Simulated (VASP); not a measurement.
Crystal: KCl.

```xyz
2
Lattice="0.0000 3.5073 3.5073 3.5073 0.0000 3.5073 3.5073 3.5073 0.0000" Properties=species:S:1:pos:R:3 pbc="T T T"
K     0.0000    0.0000    0.0000
Cl    1.7536    1.7536    1.7536
```

Base run:

- Program: VASP 6.6.1
- Functional: PBE
- Potentials or basis: VASP PAW PBE potentials, release 64 (K_sv, Cl)
- Cutoff: 520 eV
- k mesh: 4 × 4 × 4
- Occupations: gaussian, width 0.01 eV
- Spin: no spin polarisation

Its results: band gap on the k mesh 4.77 eV (least direct gap 4.81 eV); pressure 0.3 GPa.

**Question.** The run is repeated on the same cell with these changes: functional from PBE to r2SCANh. What comes out?

**Answer.** Band gap on the k mesh 6.04 eV (least direct gap 6.07 eV); pressure 0.0 GPa.

Caveats: the structure was generated, so it needn't be the stable form of KCl; the PAW data sets were made with another functional, which shifts forces and pressure a little (at least some runs).

A k mesh can miss the band edges.
